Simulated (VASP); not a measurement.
## Sr4Ca12B (a cell with a defect): single point with PBE

The system is Sr4Ca12B (a cell with a defect).

```xyz
17
Lattice="9.0358 0.0000 0.0000 0.0000 9.0358 0.0000 0.0000 0.0000 9.0358" Properties=species:S:1:pos:R:3 pbc="T T T"
Sr    0.2296    0.3260    0.2271
Sr    5.1358    4.2041    0.1854
Sr    4.7044    0.1760    4.2648
Sr    0.4361    4.9763    3.8570
Ca    2.5566    1.9305    2.1512
Ca    7.6194    7.0994    7.3819
Ca    5.0093    4.6685    4.5475
Ca    6.7354    6.9327    2.2596
Ca    2.4136    2.0561    6.8755
Ca    0.2436   -0.3412    4.6619
Ca    7.8018    2.6585    6.4358
Ca    2.7278    7.0065    1.4069
Ca    0.2501    4.4090   -0.0147
Ca    2.9833    7.1972    6.5937
Ca    7.4493    2.2971    2.6364
Ca    5.2438    0.6293    0.1713
B     3.3161    6.7309    3.8103
```

```json
{
 "Program": "VASP 6.6.1",
 "Task": "single point",
 "Functional": "PBE",
 "Potentials or basis": "VASP PAW PBE potentials, release 64 (Sr_sv, Ca_sv, B)",
 "Cutoff": "520 eV",
 "k mesh": "1 × 1 × 1",
 "Occupations": "fermi-dirac, width 0.05 eV",
 "Spin": "no spin polarisation"
}
```

```yaml
Pressure: 0.2 GPa
Largest_force: 1.090 eV/Å
Band_gap_on_the_k_mesh: zero (an odd number of electrons rules out a gap without spin polarisation)
```

Forces in eV/Å, atoms in the order of the input:
```
Sr  -0.090 -0.110 -0.195
Sr  -0.118  0.427 -0.207
Sr   0.518 -0.139  0.468
Sr   0.834  0.203  0.634
Ca  -0.168  0.787  0.294
Ca  -0.761 -0.515 -0.586
Ca  -0.331  0.081 -0.192
Ca   0.012  0.076 -0.192
Ca   0.285  0.293 -0.180
Ca   0.480  0.367 -0.559
Ca  -0.657 -0.396 -0.114
Ca  -0.033  0.019 -0.060
Ca   0.416  0.184  0.341
Ca  -0.260 -0.457  0.152
Ca  -0.290  0.013  0.025
Ca  -0.006 -0.637 -0.463
B    0.171 -0.196  0.834
```

Stress tensor (GPa, compression positive):
```
-0.21  0.04  0.41
 0.04  0.61  0.07
 0.41  0.07  0.08
```

Levels at points of the mesh, in eV from the Fermi level:
```tsv
k point	band 79	band 80	band 81	band 82	band 83	band 84
(0.00, 0.00, 0.00)	-0.23	-0.11	-0.04	0.01	0.04	0.12
```

Wall time 2.2 min on 1 thread of Intel(R) Xeon(R) Platinum 8375C CPU @ 2.90GHz (Ice Lake) (shared host), peak memory 0.67 GiB.

Caveat: the k points lie up to 0.70 Å⁻¹ apart, too coarse for converged energies and pressures of a metal.
